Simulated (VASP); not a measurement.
Bi, 1 atom in the cell. The structure is cubic, space group Pm-3m (No. 221). Conventional cell: a = 3.224 Å, b = 3.224 Å, c = 3.224 Å, α = 90.00°, β = 90.00°, γ = 90.00°. Within 4.2 Å of Bi (site symmetry m-3m) lie 6 Bi at 3.22 Å. 

```yaml
Program: VASP 6.6.1
Task: density of states
Functional: PBEsol
Potentials_or_basis: VASP PAW PBE potentials, release 64 (Bi_d)
Cutoff: 520 eV
k_mesh: 12 × 12 × 12
Occupations: fermi-dirac, width 0.05 eV
Spin: no spin polarisation
Dipole_correction: no
k_mesh_for_the_DOS: 18 × 18 × 18
Occupations_for_the_DOS: tetrahedron
Further_INCAR_settings: ALGO = Normal; EDIFF = 1e-06
```

Potentials or basis: VASP PAW PBE potentials, release 64 (Bi_d).

The run is started by

```sh
$ cat potpaw_PBE.64/Bi_d/POTCAR > POTCAR
$ cp INCAR.step1 INCAR
$ cp KPOINTS.step1 KPOINTS
$ mpirun -np 1 vasp_std > vasp.out
$ cp INCAR.step2 INCAR
$ cp KPOINTS.step2 KPOINTS
$ mpirun -np 1 vasp_std > vasp.out
```

Hardware: 1 thread of Intel(R) Xeon(R) 6975P-C (Granite Rapids), with other jobs on the host.

Problem. How long does it take, and how much memory?

Solution. It took 17 s on 1 thread of Intel(R) Xeon(R) 6975P-C (Granite Rapids), with other jobs on the host, peak memory 0.19 GiB. Counts: k points 220.
